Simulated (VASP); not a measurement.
Set up this calculation in VASP 6.6.1, as the native input.

- Task: single point
- Functional: PBE
- Potentials or basis: VASP PAW PBE potentials, release 64 (Sc_sv)
- Cutoff: 520 eV
- k mesh: 12 × 12 × 12
- Occupations: fermi-dirac, width 0.1 eV
- Spin: no spin polarisation
- Dipole correction: no
- Further INCAR settings: ALGO = Normal; EDIFF = 1e-06; NBANDS = 18

The structure of Sc lies in POSCAR:

```
Sc
1.0
    0.0000000000      2.4852626755      2.4852626755
    2.4852626755      0.0000000000      2.4852626755
    2.4852626755      2.4852626755      0.0000000000
Sc
2
Direct
   -0.1250000000     -0.1250000000     -0.1250000000
    0.1250000000      0.1250000000      0.1250000000
```

The input as run:

INCAR

```
PREC     = Accurate       # precision mode
ENCUT    = 520            # plane-wave cutoff, eV
EDIFF    = 1E-6           # SCF threshold, eV
ISMEAR   = -1             # smearing method
SIGMA    = 0.1            # smearing width, eV
LREAL    = F              # projectors in reciprocal space
LASPH    = T              # aspherical terms in the spheres
NELM     = 80             # most SCF steps
ALGO     = Normal         # electronic algorithm
ISIF     = 2              # what is computed and relaxed
LWAVE    = F              # write WAVECAR
LCHARG   = F              # write CHGCAR
GGA      = PE             # functional
NBANDS   = 18             # bands
```

KPOINTS

```
Automatic mesh
0
Gamma
  12 12 12
```

Potentials or basis: VASP PAW PBE potentials, release 64 (Sc_sv).

Launch:

```bash
$ cat potpaw_PBE.64/Sc_sv/POTCAR > POTCAR
$ mpirun -np 1 vasp_std > vasp.out
```

Results of the run:

| Property | Result |
| --- | --- |
| Pressure | 34.5 GPa |
| Band gap on the k mesh | zero (band 11 reaches 7.54 eV, above the bottom of band 12 at 6.16 eV) |

Wall time 16 s on 1 thread of Intel(R) Xeon(R) 6975P-C (Granite Rapids), with other jobs on the host, peak memory 0.17 GiB.
